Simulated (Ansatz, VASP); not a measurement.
One calculation of NiPt2, two programs

```
Ni Pt
1.0
     4.49299    0.00000    0.00000
     0.00000    4.49299    0.00000
     0.00000    0.00000    4.49299
Ni Pt
2 4
Cartesian
  0.0000 0.0000 0.0000
  2.2465 2.2465 2.2465
  1.1232 1.1232 1.1232
  1.1232 3.3697 3.3697
  3.3697 3.3697 1.1232
  3.3697 1.1232 3.3697
```

Alike in both runs: task relaxation of cell and atoms; functional r2SCAN; k mesh 4 × 4 × 4; occupations gaussian, width 0.1 eV; no spin polarisation.

|  | VASP | Ansatz |
| --- | --- | --- |
| version | VASP 6.6.1 | Ansatz 0.2.0 |
| potentials or method | VASP PAW PBE potentials, release 64 (Ni, Pt), cutoff 600 eV | scalar-relativistic, plane waves, PAW |
| valence electrons in the cell | 60 | 108 |

```tsv
	VASP	Ansatz	Ansatz less VASP
gap on the k mesh at the Fermi level, each at its own relaxed structure (eV)	none	none	-
relaxed volume (Å³/atom)	21.85	21.93	+0.077
relaxed length of the cell vector where the two differ most in proportion (Å)	5.080	5.086	+0.0060
```

VASP's potentials were made for PBE, not for r2SCAN. A gap of «none» marks a metal or a gap that the smearing closes. VASP's potentials hold 60 valence electrons a cell and Ansatz's 108, so a difference there can come from the potentials and not from the codes.

Neither program's run includes spin-orbit coupling. Noted on VASP's run: the volume moved by over 15 % at a fixed basis, so the end points are rough.
